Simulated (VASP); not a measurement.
Here is a VASP 6.6.1 calculation.

INCAR

```
SYSTEM = Pb
ALGO = Normal ; EDIFF = 1E-6
ENCUT = 520 ; GGA = PE
ISIF = 2 ; ISMEAR = -1
LASPH = .TRUE. ; LCHARG = .FALSE.
LREAL = .FALSE. ; LWAVE = .FALSE.
NBANDS = 13 ; NELM = 100
PREC = Accurate ; SIGMA = 0.1
```

Contents of KPOINTS:

```
k-points
0
G
  16 16 16
  0 0 0
```

The input POSCAR:

```
Pb
1.0
    3.1625813866      0.0000000000      0.0000000000
    0.0000000000      3.1625813866      0.0000000000
    0.0000000000      0.0000000000      3.1625813866
Pb
1
Direct
    0.0000000000      0.0000000000      0.0000000000
```

Potentials or basis: VASP PAW PBE potentials, release 64 (Pb_d).

Command:

```bash
$ cat potpaw_PBE.64/Pb_d/POTCAR > POTCAR
$ mpirun -np 1 vasp_std > vasp.out
```

Task: Estimate the band gap on the k mesh.

Result: Zero (bands 7 and 8 overlap by 7.12 eV).

Task: Predict the pressure.

Result: 3.7 GPa.

Caveat: the cell stands under pressure; spin-orbit coupling is left out, which moves the levels of the heavy elements.
